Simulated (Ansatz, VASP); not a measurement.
## One calculation of CuI, two programs

```
Cu I
1.0
     3.73317   -3.71109    0.00000
     3.73317    3.71109    0.00000
     0.00000    0.00000    4.39314
Cu I
2 2
Direct
  0.42044 0.57956 0.75000
  0.57956 0.42044 0.25000
  0.77004 0.22996 0.75000
  0.22996 0.77004 0.25000
```

Change from the starting cell: zz strain of +2 %.

Alike in both runs: task single point; functional LDA; k mesh 5 × 5 × 6; occupations fermi-dirac, width 0.02 eV; no spin polarisation.

|  | VASP | Ansatz |
| --- | --- | --- |
| version | VASP 6.6.1 | Ansatz 0.2.0 |
| potentials or method | VASP PAW LDA potentials, release 64 (Cu, I), cutoff 520 eV | all-electron LAPW, scalar-relativistic |

```tsv
	VASP	Ansatz	Ansatz less VASP
gap on the k mesh at the Fermi level (eV)	0.91	0.87	-0.039
pressure (GPa)	-3.9	-4.0	-0.09
traceless stress, the component that is largest in VASP (GPa)	2.57	2.68	+0.105
rms of the force components (eV/Å)	0.211	0.217	+0.0061
```

LDA's correlation is that of Perdew and Zunger in VASP and of Perdew and Wang (1992) in Ansatz. Atom by atom the forces differ by 0.009 eV/Å (rms over components). Ansatz ran all-electron here, and VASP with PAW potentials.

Neither program's run includes spin-orbit coupling.
